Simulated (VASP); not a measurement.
A run of VASP 6.6.1 is set up as follows.

File INCAR:

```
ALGO = Normal
EDIFF = 1E-7
ENCUT = 520
GGA = RE
ISIF = 2
ISMEAR = -1
LASPH = True
LCHARG = True
LELF = True
LREAL = False
LVHAR = True
LWAVE = False
NBANDS = 9
NELM = 60
PREC = Accurate
SIGMA = 0.1
```

KPOINTS

```
k-points
0
Gamma
  18 18 18
```

File POSCAR:

```
Te
1.0
    0.0000000000      2.4339108928      2.4339108928
    2.4339108928      0.0000000000      2.4339108928
    2.4339108928      2.4339108928      0.0000000000
Te
1
Direct
    0.0000000000      0.0000000000      0.0000000000
```

Potentials or basis: VASP PAW PBE potentials, release 64 (Te).

Command:

```console
$ cat potpaw_PBE.64/Te/POTCAR > POTCAR
$ mpirun -np 1 vasp_std > vasp.out
```

(1) Estimate the pressure.

(2) Estimate the band gap on the k mesh.

## Answers

(1) -0.1 GPa.

(2) zero (bands 3 and 4 overlap by 4.95 eV).

Caveat: the PAW data sets were made with another functional, which shifts forces and pressure a little; spin-orbit coupling is left out, which moves the levels of the heavy elements.
